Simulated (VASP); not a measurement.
A run of VASP 6.6.1 is set up as follows.

INCAR

```
SYSTEM = CoSi2
PREC = Accurate ; ENCUT = 520
EDIFF = 1E-6 ; ISMEAR = 0
SIGMA = 0.15 ; LREAL = .False.
LASPH = .True. ; NELM = 80
ALGO = Normal ; ISIF = 2
LWAVE = .False. ; LCHARG = .False.
GGA = PS ; NBANDS = 16
```

KPOINTS

```
regular mesh
0
Gamma
  16 16 16
  0 0 0
```

File POSCAR:

```
CoSi2
1.0
    0.0000000000      2.7890666584      2.6562539604
    2.7890666584      0.0000000000      2.6562539604
    2.7890666584      2.7890666584      0.0000000000
Co Si
1 2
Direct
    0.0000000000      0.0000000000      0.0000000000
    0.2500000000      0.2500000000      0.2500000000
    0.7500000000      0.7500000000      0.7500000000
```

Potentials or basis: VASP PAW PBE potentials, release 64 (Co, Si).

Command:

```sh
$ cat potpaw_PBE.64/Co/POTCAR potpaw_PBE.64/Si/POTCAR > POTCAR
$ mpirun -np 1 vasp_std > vasp.out
```

(1) Predict the pressure.

(2) Estimate the band gap on the k mesh.

Answers

(1) -15.0 GPa.

(2) zero (an odd number of electrons rules out a gap without spin polarisation).

Caveat: the cell differs from its parent crystal (strain +0.050 along x and y, +0.000 along z); the cell stands under tension; the PAW data sets were made with another functional, which shifts forces and pressure a little; the run has no spin polarisation, though such a crystal can be magnetic.
